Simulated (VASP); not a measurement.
# NaF (Fm-3m) in VASP: notebook

The runs below take NaF through single point, with PBE-based screened hybrid with 15 % exact exchange, HSE06, PBE-based screened hybrid with 50 % exact exchange.

Everything below comes from runs of VASP 6.6.1. Logs are shortened: lines on timing, memory, paths and dates and some standing lists are left out, and cuts for length are marked.

## 1. The cell of the first run

It takes space group Fm-3m (No. 225, cubic). The conventional cell has a = 4.640 Å, b = 4.640 Å, c = 4.640 Å, α = 90.00°, β = 90.00°, γ = 90.00°. Within 3.1 Å of Na (site symmetry m-3m) lie 6 F at 2.32 Å. F (site symmetry m-3m) has 6 Na at 2.32 Å within 3.1 Å.

## 2. Single point, PBE-based screened hybrid with 15 % exact exchange

POSCAR

```
NaF
1.0
    0.0000000000      2.3200000000      2.3200000000
    2.3200000000      0.0000000000      2.3200000000
    2.3200000000      2.3200000000      0.0000000000
Na F
1 1
Direct
    0.0000000000      0.0000000000      0.0000000000
    0.5000000000      0.5000000000      0.5000000000
```

INCAR.step1

```
PREC = Accurate ; ENCUT = 520
EDIFF = 1E-5 ; ISMEAR = -1
SIGMA = 0.05 ; LREAL = F
LASPH = T ; NELM = 100
ALGO = Normal ; ISIF = 2
LWAVE = T ; LCHARG = F
GGA = PE ; NBANDS = 14
```

INCAR.step2

```
PREC = Accurate ; ENCUT = 520
EDIFF = 1E-6 ; ISMEAR = -1
SIGMA = 0.05 ; LREAL = F
LASPH = T ; NELM = 100
ALGO = Normal ; ISIF = 2
LWAVE = F ; LCHARG = F
GGA = PE ; LHFCALC = T
AEXX = 0.15 ; HFSCREEN = 0.2078699
PRECFOCK = Normal ; ISTART = 1
NBANDS = 14
```

KPOINTS

```
regular mesh
0
Gamma
  6 6 6
```

Potentials or basis: VASP PAW PBE potentials, release 64 (Na_pv, F).

On the command line:

```sh
$ cat potpaw_PBE.64/Na_pv/POTCAR potpaw_PBE.64/F/POTCAR > POTCAR
$ cp INCAR.step1 INCAR
$ mpirun -np 1 vasp_std > vasp.out
$ cp INCAR.step2 INCAR
$ mpirun -np 1 vasp_std > vasp.out
```

OUTCAR:

```text
PREC = Accurate
   ENCUT = 520
   EDIFF = 1E-6
   ISMEAR = -1
   LREAL = F
   LASPH = T
   NELM = 100
   ISIF = 2
   GGA = PE
   LHFCALC = T
   AEXX = 0.15
   HFSCREEN = 0.2078699
   PRECFOCK = Normal
   ISTART = 1

 ion  position               nearest neighbor table
   1  0.000  0.000  0.000-   2 2.32   2 2.32   2 2.32   2 2.32   2 2.32   2 2.32
   2  0.500  0.500  0.500-   1 2.32   1 2.32   1 2.32   1 2.32   1 2.32   1 2.32

  LATTYP: Found a face centered cubic cell.
 ALAT       =     4.6400000000

  Lattice vectors:

 A1 = (   0.0000000000,   2.3200000000,   2.3200000000)
 A2 = (   2.3200000000,   0.0000000000,   2.3200000000)
 A3 = (   2.3200000000,   2.3200000000,   0.0000000000)

Analysis of symmetry for initial positions (statically):
=====================================================================
 Subroutine PRICEL returns:
 Original cell was already a primitive cell.

 Routine SETGRP: Setting up the symmetry group for a
 face centered cubic supercell.

 Subroutine GETGRP returns: Found 48 space group operations
 (whereof 48 operations were pure point group operations)
 out of a pool of 48 trial point group operations.

The static configuration has the point symmetry O_h .

Analysis of symmetry for dynamics (positions and initial velocities):
=====================================================================
 Subroutine PRICEL returns:
 Original cell was already a primitive cell.

 Routine SETGRP: Setting up the symmetry group for a
 face centered cubic supercell.

 Subroutine GETGRP returns: Found 48 space group operations
 (whereof 48 operations were pure point group operations)
 out of a pool of 48 trial point group operations.

The dynamic configuration has the point symmetry O_h .

 Subroutine INISYM returns: Found 48 space group operations
 (whereof 48 operations are pure point group operations),
 and found     1 'primitive' translations

----------------------------------------------------------------------------------------

                                     Primitive cell

  volume of cell :      24.9743

  direct lattice vectors                    reciprocal lattice vectors
     0.000000000  2.320000000  2.320000000    -0.215517241  0.215517241  0.215517241
[... 91 lines left out ...]
   EFERMI =   0.00;   METHOD = LEGACY
   ISMEAR =    -1;   SIGMA  =   0.05  broadening in eV -4-tet -1-fermi 0-gaus
   EFERMI_NEDOS =   21; number of points for ismear=-14 and -15
   IALGO  =     38    algorithm
   IMIX   =      1    mixing-type and parameters
     AMIX     =   0.40;   BMIX     =  1.00
     AMIX_MAG =   1.60;   BMIX_MAG =  1.00
  volume/ion in A,a.u.               =      12.49        84.27
  Fermi-wavevector in a.u.,A,eV,Ry     =   1.349852  2.550851 24.791186  1.822101
  Thomas-Fermi vector in A             =   2.477405
   LORBIT       =      0    0 simple, 1 ext, 2 COOP (PROOUT), +10 PAW based schemes
   GGA     = PE    functional components
   LHFCALC =     T    Hartree Fock is set to
   PRECFOCK=normal    Normal, Fast or Accurate (Low or Medium for compatibility)
   ENCUT4O =  -1.0   cutoff for four orbital integrals eV
   NKREDX  =     1    reduce k-point grid by
   NKREDY  =     1    reduce k-point grid by
   NKREDZ  =     1    reduce k-point grid by
   AEXX    =    0.1500 exact exchange contribution
   HFSCREEN=    0.2079 screening length (either q_TF or 0.3 A-1)
   HFSCREENC=   0.2079 screening length for correlation (either q_TF or 0.3 A-1)
   ENCUTFOCK=  -1.0 apply spherical cutoff to Coloumb kernel
   IVDW    =     0    specifies the selected vdW correction
   LEPSILON=     F    determine dielectric tensor
   LRPA    =     F    only Hartree local field effects (RPA)
 non-spin polarized calculation
  energy-cutoff  :      520.00
  volume of cell :       24.97
 maximum number of plane-waves:       692
  NGX = 20; NGY = 20; NGZ = 20

 number of electron      13.9999982 magnetization

 Free energy of the ion-electron system (eV)
  ---------------------------------------------------
  ext. energy  EPLUGINS =         0.00000000
  ---------------------------------------------------
  free energy    TOTEN  =        -9.60430103 eV

  energy without entropy =       -9.60430103  energy(sigma->0) =       -9.60430103

 E-fermi :  -2.0394     XC(G=0):  -8.1475

 val. band max:       -3.1006165845   @ k =   0.0000   0.0000   0.0000
 cond. band min:       4.4568917090   @ k =   0.0000   0.0000   0.0000
 fundamental gap:      7.5575082935
 Fermi energy:        -2.0393834116

 k-point     1 :       0.0000    0.0000    0.0000
  band No.  band energies     occupation
      1     -23.2039      2.00000
      2     -22.9198      2.00000
      3     -22.9198      2.00000
      4     -22.9198      2.00000
      5      -3.1006      2.00000
      6      -3.1006      2.00000
      7      -3.1006      2.00000
      8       4.4569      0.00000
      9      17.2666      0.00000
     10      17.2666      0.00000
     11      17.2667      0.00000
     12      19.9750      0.00000
     13      22.4219      0.00000
     14      22.4219      0.00000
[... 241 lines left out ...]
      1     -23.3521      2.00000
      2     -23.0321      2.00000
      3     -22.9909      2.00000
      4     -22.5433      2.00000
      5      -4.2011      2.00000
      6      -3.7636      2.00000
      7      -3.6430      2.00000
      8      11.4441      0.00000
      9      11.4764      0.00000
     10      12.8802      0.00000
     11      16.0762      0.00000
     12      19.8465      0.00000
     13      24.4715      0.00000
     14      24.4764      0.00000

------------------------ aborting loop because EDIFF is reached ----------------------------------------

  FORCE on cell =-STRESS in cart. coord.  units (eV):
  Direction    XX          YY          ZZ          XY          YZ          ZX
  --------------------------------------------------------------------------------------
  -------------------------------------------------------------------------------------
  Total        0.1148992      0.1148992      0.1148992      0.0000000      0.0000000     -0.0000000
  in kB        7.3711219      7.3711219      7.3711219      0.0000000      0.0000000     -0.0000000
  external PRESSURE =       7.3711219 kB  Pullay stress =       0.0000000 kB

 VOLUME and BASIS-vectors are now :
 -----------------------------------------------------------------------------
  energy-cutoff  :      520.00
  volume of cell :       24.97
      direct lattice vectors                 reciprocal lattice vectors
     0.000000000  2.320000000  2.320000000    -0.215517241  0.215517241  0.215517241
     2.320000000  0.000000000  2.320000000     0.215517241 -0.215517241  0.215517241
     2.320000000  2.320000000  0.000000000     0.215517241  0.215517241 -0.215517241

 POSITION                                       TOTAL-FORCE (eV/Angst)
 -----------------------------------------------------------------------------------
      0.00000      0.00000      0.00000        -0.000000      0.000000     -0.000000
      2.32000      2.32000      2.32000         0.000000     -0.000000      0.000000
 -----------------------------------------------------------------------------------
    total drift:                                0.000000      0.000000      0.000000

  FREE ENERGIE OF THE ION-ELECTRON SYSTEM (eV)
  ---------------------------------------------------
  free  energy   TOTEN  =        -9.6043010267 eV

  energy  without entropy=       -9.6043010266  energy(sigma->0) =       -9.60430103
```

Wall time 6.8 min (1 thread of Intel Xeon 6975P-C (Granite Rapids), shared host); peak memory 0.24 GiB.

Results:

* Free energy: -9.6043 eV
* Pressure: 0.7 GPa
* Band gap on the k mesh: 7.56 eV

Levels at points of the mesh, in eV from the valence-band top:
| k point | band 3 | band 4 | band 5 | band 6 | band 7 | band 8 | band 9 | band 10 | band 11 | band 12 |
| --- | --- | --- | --- | --- | --- | --- | --- | --- | --- | --- |
| (0.00, 0.00, 0.00) | -19.82 | -19.82 | 0.00 | 0.00 | 0.00 | 7.56 | 20.37 | 20.37 | 20.37 | 23.08 |
| (0.50, 0.00, 0.00) | -19.83 | -19.07 | -1.60 | -0.26 | -0.26 | 12.08 | 13.85 | 21.52 | 21.52 | 24.45 |
| (0.50, 0.50, 0.00) | -19.87 | -19.85 | -1.30 | -0.42 | -0.42 | 14.53 | 14.59 | 14.98 | 21.27 | 21.27 |

Caveat: the PAW data sets were made with another functional, which shifts forces and pressure a little.

## 3. Single point, HSE06

This run uses another cell than the first one, of 13.24 Å³/atom.

POSCAR

```
NaF
1.0
    0.0000000000      2.3655017480      2.3655017480
    2.3655017480      0.0000000000      2.3655017480
    2.3655017480      2.3655017480      0.0000000000
Na F
1 1
Direct
    0.0000000000      0.0000000000      0.0000000000
    0.5000000000      0.5000000000      0.5000000000
```

INCAR.step1

```
SYSTEM = NaF
PREC = Accurate
ENCUT = 520
EDIFF = 1E-5
ISMEAR = -1
SIGMA = 0.05
LREAL = .FALSE.
LASPH = .TRUE.
NELM = 60
ALGO = Normal
ISIF = 2
LWAVE = .TRUE.
LCHARG = .FALSE.
GGA = PE
NBANDS = 14
```

INCAR.step2

```
SYSTEM = NaF
PREC = Accurate
ENCUT = 520
EDIFF = 1E-6
ISMEAR = -1
SIGMA = 0.05
LREAL = .FALSE.
LASPH = .TRUE.
NELM = 60
ALGO = Normal
ISIF = 2
LWAVE = .FALSE.
LCHARG = .FALSE.
GGA = PE
LHFCALC = .TRUE.
HFSCREEN = 0.2079
PRECFOCK = Normal
ISTART = 1
NBANDS = 14
```

KPOINTS

```
Automatic mesh
0
G
  6 6 6
  0 0 0
```

Potentials or basis: VASP PAW PBE potentials, release 64 (Na_pv, F).

On the command line:

```sh
$ cat potpaw_PBE.64/Na_pv/POTCAR potpaw_PBE.64/F/POTCAR > POTCAR
$ cp INCAR.step1 INCAR
$ mpirun -np 1 vasp_std > vasp.out
$ cp INCAR.step2 INCAR
$ mpirun -np 1 vasp_std > vasp.out
```

It took 18 min on 1 thread of Intel Xeon Platinum 8259CL at 2.50GHz (Skylake/Cascade Lake), shared host; peak memory 0.26 GiB.

Results (log left out):

- Free energy: -10.3028 eV
- Pressure: -2.5 GPa
- Band gap on the k mesh: 8.09 eV

Levels at points of the mesh, in eV from the valence-band top:
```tsv
k point	band 3	band 4	band 5	band 6	band 7	band 8	band 9	band 10	band 11	band 12
(0.00, 0.00, 0.00)	-20.58	-20.58	0.00	0.00	0.00	8.09	20.86	20.86	20.86	23.35
(0.50, 0.00, 0.00)	-20.59	-19.81	-1.49	-0.24	-0.24	12.58	14.26	21.83	21.83	24.76
(0.50, 0.50, 0.00)	-20.62	-20.41	-1.22	-0.40	-0.40	14.95	15.23	15.33	21.52	21.52
```

Caveat: the PAW data sets were made with another functional, which shifts forces and pressure a little.

## 4. Single point, PBE-based screened hybrid with 50 % exact exchange

POSCAR

```
NaF
1.0
    0.0000000000      2.3200000000      2.3200000000
    2.3200000000      0.0000000000      2.3200000000
    2.3200000000      2.3200000000      0.0000000000
Na F
1 1
Direct
    0.0000000000      0.0000000000      0.0000000000
    0.5000000000      0.5000000000      0.5000000000
```

INCAR.step1

```
PREC = Accurate ; ENCUT = 520
EDIFF = 1E-5 ; ISMEAR = -1
SIGMA = 0.05 ; LREAL = F
LASPH = T ; NELM = 80
ALGO = Normal ; ISIF = 2
LWAVE = T ; GGA = PE
NBANDS = 14
```

INCAR.step2

```
PREC = Accurate ; ENCUT = 520
EDIFF = 1E-6 ; ISMEAR = -1
SIGMA = 0.05 ; LREAL = F
LASPH = T ; NELM = 80
ALGO = Normal ; ISIF = 2
LWAVE = F ; LCHARG = T
GGA = PE ; LHFCALC = T
AEXX = 0.5 ; HFSCREEN = 0.2078699
PRECFOCK = Normal ; LELF = T
LVHAR = T ; ISTART = 1
NBANDS = 14
```

KPOINTS

```
regular mesh
0
Gamma
  6 6 6
```

On the command line:

```sh
$ cat potpaw_PBE.64/Na_pv/POTCAR potpaw_PBE.64/F/POTCAR > POTCAR
$ cp INCAR.step1 INCAR
$ mpirun -np 1 vasp_std > vasp.out
$ cp INCAR.step2 INCAR
$ mpirun -np 1 vasp_std > vasp.out
```

It took 9.7 min on 1 thread of Intel Xeon Platinum 8488C (Sapphire Rapids), shared host; peak memory 0.24 GiB.

The run converged. Its results:

- Free energy: -12.1323 eV
- Pressure: -1.6 GPa
- Band gap on the k mesh: 10.64 eV

Levels at points of the mesh, in eV from the valence-band top:
```
           k point  band 3  band 4  band 5  band 6  band 7  band 8  band 9  band 10  band 11  band 12
(0.00, 0.00, 0.00)  -21.78  -21.78    0.00    0.00    0.00   10.64   23.74    23.74    23.74    26.08
(0.50, 0.00, 0.00)  -21.79  -21.08   -1.63   -0.27   -0.27   15.22   17.18    24.98    24.98    28.15
(0.50, 0.50, 0.00)  -21.82  -21.82   -1.34   -0.45   -0.45   17.68   17.84    18.35    24.93    24.93
```

Caveat: the PAW data sets were made with another functional, which shifts forces and pressure a little.

## 5. Overview

```csv
level,cell,share of exact exchange,screening parameter,gap on the mesh (eV),pressure (GPa)
PBE-based screened hybrid with 15 % exact exchange,"a = 3.281 Å, angles 60.0°, 2 atoms",0.15,0.20787 1/Å,7.56,0.7
HSE06,"a = 3.345 Å, angles 60.0°, 2 atoms",0.25,0.2079 1/Å,8.09,-2.5
PBE-based screened hybrid with 50 % exact exchange,"a = 3.281 Å, angles 60.0°, 2 atoms",0.5,0.20787 1/Å,10.64,-1.6
```

Alike in all rows: task single point; potentials or basis VASP PAW PBE potentials, release 64 (Na_pv, F); no spin polarisation; k mesh 6 × 6 × 6; cutoff (eV) 520; smearing fermi-dirac 0.05 eV.

Caveats: the PAW data sets were made with another functional, which shifts forces and pressure a little.

Total energies depend on the potentials used, so only differences within one code and one set of settings carry meaning.
